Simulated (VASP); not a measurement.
Wanted: the native input for a VASP 6.6.1 run.

```yaml
Task: single point
Functional: r2SCAN
Potentials_or_basis: VASP PAW PBE potentials, release 64 (Ag)
Cutoff: 520 eV
k_mesh: 9 × 9 × 13
Occupations: fermi-dirac, width 0.1 eV
Spin: no spin polarisation
Dipole_correction: no
Further_INCAR_settings: ALGO = Normal; EDIFF = 1e-06; NBANDS = 24
```

Ag:

```
CELL_PARAMETERS angstrom
4.73753 0.00000 0.00000
-2.36877 4.10282 0.00000
0.00000 0.00000 2.83479
ATOMIC_POSITIONS crystal
Ag 0.00000 0.00000 0.00000
Ag 0.33333 0.66667 0.50000
Ag 0.66667 0.33333 0.50000
```

This cell differs from its parent crystal: volume scaled by 1.04.

The input as run:

POSCAR

```
Ag
1.0
    4.7375333523      0.0000000000      0.0000000000
   -2.3687666762      4.1028242344      0.0000000000
    0.0000000000      0.0000000000      2.8347942102
Ag
3
Direct
    0.0000000000      1.0000000000      0.0000000000
    0.3333333333      0.6666666667      0.5000000000
    0.6666666667      0.3333333333      0.5000000000
```

INCAR.step1

```
SYSTEM = Ag
  PREC = Accurate
  ENCUT = 520
  ISMEAR = -1
  SIGMA = 0.1
  LREAL = .FALSE.
  LASPH = .TRUE.
  NELM = 60
  NBANDS = 24
  GGA = PE
  ALGO = Normal
  EDIFF = 1E-4
  LWAVE = .TRUE.
  LCHARG = .FALSE.
```

INCAR.step2

```
SYSTEM = Ag
  PREC = Accurate
  ENCUT = 520
  EDIFF = 1E-6
  ISMEAR = -1
  SIGMA = 0.1
  LREAL = .FALSE.
  LASPH = .TRUE.
  NELM = 60
  ALGO = Normal
  ISIF = 2
  LWAVE = .FALSE.
  LCHARG = .FALSE.
  METAGGA = R2SCAN
  LMIXTAU = .TRUE.
  NBANDS = 24
  ISTART = 1
```

KPOINTS

```
regular mesh
0
G
  9 9 13
  0 0 0
```

Potentials or basis: VASP PAW PBE potentials, release 64 (Ag).

The run is started by

```bash
$ cat potpaw_PBE.64/Ag/POTCAR > POTCAR
$ cp INCAR.step1 INCAR
$ mpirun -np 1 vasp_std > vasp.out
$ cp INCAR.step2 INCAR
$ mpirun -np 1 vasp_std > vasp.out
```

Results of the run:

* Pressure: -3.3 GPa

Caveat: the PAW data sets were made with another functional, which shifts forces and pressure a little.

It took 2.4 min on 1 thread of Intel(R) Xeon(R) 6975P-C (Granite Rapids), on a shared host, peak memory 0.23 GiB.
